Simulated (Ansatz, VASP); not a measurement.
Os: VASP beside Ansatz

INCAR

```
SYSTEM = Os
  ALGO = Normal
  EDIFF = 1E-7
  ENCUT = 520
  GGA = CA
  ISIF = 2
  ISMEAR = -1
  LASPH = .True.
  LCHARG = .False.
  LREAL = .False.
  LWAVE = .False.
  NBANDS = 15
  NELM = 100
  PREC = Accurate
  SIGMA = 0.1
```

Contents of KPOINTS:

```
k-points
0
Gamma
  13 13 8
  0 0 0
```

Contents of POSCAR:

```
Os
1.0
    2.7175247593      0.0000000000      0.0000000000
   -1.3587623796      2.3534454770      0.0000000000
    0.0000000000      0.0000000000      4.2844606214
Os
2
Direct
    0.3333333333      0.6666666667      0.2500000000
    0.6666666667      0.3333333333      0.7500000000
```

Input for Ansatz:

```yaml
crystal:
  lattice:
    - [2.7175247593, 0.0, 0.0]
    - [-1.3587623796, 2.353445477, 0.0]
    - [0.0, 0.0, 4.2844606214]
  atoms:
    - { symbol: Os, position: [0.3333333333, 0.6666666667, 0.25] }
    - { symbol: Os, position: [0.6666666667, 0.3333333333, 0.75] }
hamiltonian:
  xc: lda
  pseudopotentials:
    kind: paw
    azcp:
      Os: "pseudopotentials/Os.paw.azcp"
basis:
  ecutwfc: 420
  fft_grid_basis: typed
kpoints:
  mp_grid: { grid: [13, 13, 8], shift: [0, 0, 0] }
magnetization:
  spin_polarized: false
scf:
  occupations: { method: fermi_dirac, width: 0.1 }
  lower_state_search: "off"
output:
  stress: true
```

Alike in both runs: task single point; functional LDA; k mesh 13 × 13 × 8; occupations fermi-dirac, width 0.1 eV; no spin polarisation.

|  | VASP | Ansatz |
| --- | --- | --- |
| version | VASP 6.6.1 | Ansatz 0.2.0 |
| potentials or method | VASP PAW LDA potentials, release 64 (Os), cutoff 520 eV | plane waves (420 eV) with PAW, scalar-relativistic |
| valence electrons in the cell | 16 | 32 |

Ansatz gave:

* pressure (GPa): 0.1
* traceless stress, the component that is largest in VASP (GPa): -0.50

Task: What did VASP give for the same quantities?

Result: Pressure (GPa): 1.1; traceless stress, the component that is largest in VASP (GPa): -0.59.

Ansatz warns that its potentials were made for another functional, while VASP's fit it. LDA's correlation is that of Perdew and Zunger in VASP and of Perdew and Wang (1992) in Ansatz. VASP's potentials hold 16 valence electrons a cell and Ansatz's 32, so a difference there can come from the potentials and not from the codes.

Spin-orbit coupling is off throughout.
